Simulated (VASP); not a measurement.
LiF:

```
Li F
1.0
     0.00000    2.03353    2.03353
     2.03353    0.00000    2.03353
     2.03353    2.03353    0.00000
Li F
1 1
Direct
  0.00000 0.00000 0.00000
  0.50000 0.50000 0.50000
```

- Program: VASP 6.6.1
- Task: relaxation of cell and atoms
- Functional: r2SCAN
- Potentials or basis: VASP PAW PBE potentials, release 64 (Li_sv, F)
- Cutoff: 600 eV
- k mesh: 10 × 10 × 10
- Occupations: fermi-dirac, width 0.02 eV
- Spin: no spin polarisation

At the start: pressure -5.0 GPa; volume 8.41 Å³/atom.

Problem. Where does the relaxation end?

Solution. Over 4 steps the energy falls by 10.0 meV/atom and the volume is 7.84 Å³/atom (-6.8 %); space group Fm-3m (No. 225, to 0.1 Å) before and after.

Step by step:
```csv
step,energy change (eV),largest force (eV/Å),pressure (GPa),volume (Å³)
1,0.0000,0.0000,-4.98,16.82
2,-0.0154,0.0000,-2.70,16.19
3,-0.0200,0.0000,-0.19,15.71
4,-0.0201,0.0000,0.00,15.68
```

Final structure:
```
CELL_PARAMETERS angstrom
0.00000 1.98641 1.98641
1.98641 0.00000 1.98641
1.98641 1.98641 0.00000
ATOMIC_POSITIONS crystal
Li 0.00000 0.00000 0.00000
F 0.50000 0.50000 0.50000
```

Caveat: the cutoff is under 1.25 times the usual one of these potentials, so pressure, stress and relaxed cells hold a basis-set (Pulay) error; the PAW data sets were made with another functional, which shifts forces and pressure a little.
